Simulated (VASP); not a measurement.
Here is a VASP 6.6.1 calculation.

INCAR

```
PREC = Accurate ; ENCUT = 520
EDIFF = 1E-6 ; ISMEAR = 0
SIGMA = 0.1 ; LREAL = F
LASPH = T ; NELM = 60
ALGO = Fast ; ISIF = 2
LWAVE = F ; LCHARG = F
GGA = PE ; NBANDS = 38
```

File KPOINTS:

```
regular mesh
0
Gamma
  3 3 4
```

Contents of POSCAR:

```
K3H
1.0
    8.0780899719      0.0000000000      0.0000000000
   -4.0390449860      6.9958311298      0.0000000000
    0.0000000000      0.0000000000      6.4876958457
K H
6 2
Direct
    0.8243897373      0.6487794745      0.2500000000
    0.1756102627      0.8243897373      0.7500000000
    0.3512205255      0.1756102627      0.2500000000
    0.1756102627      0.3512205255      0.7500000000
    0.8243897373      0.1756102627      0.2500000000
    0.6487794745      0.8243897373      0.7500000000
    0.3333333333      0.6666666667      0.2500000000
    0.6666666667      0.3333333333      0.7500000000
```

Potentials or basis: VASP PAW PBE potentials, release 64 (K_sv, H).

Launch:

```console
$ cat potpaw_PBE.64/K_sv/POTCAR potpaw_PBE.64/H/POTCAR > POTCAR
$ mpirun -np 1 vasp_std > vasp.out
```

(1) Estimate the pressure.

(2) Predict the band gap on the k mesh.

Answers

(1) 0.2 GPa.

(2) zero (bands 28 and 29 overlap by 0.97 eV).
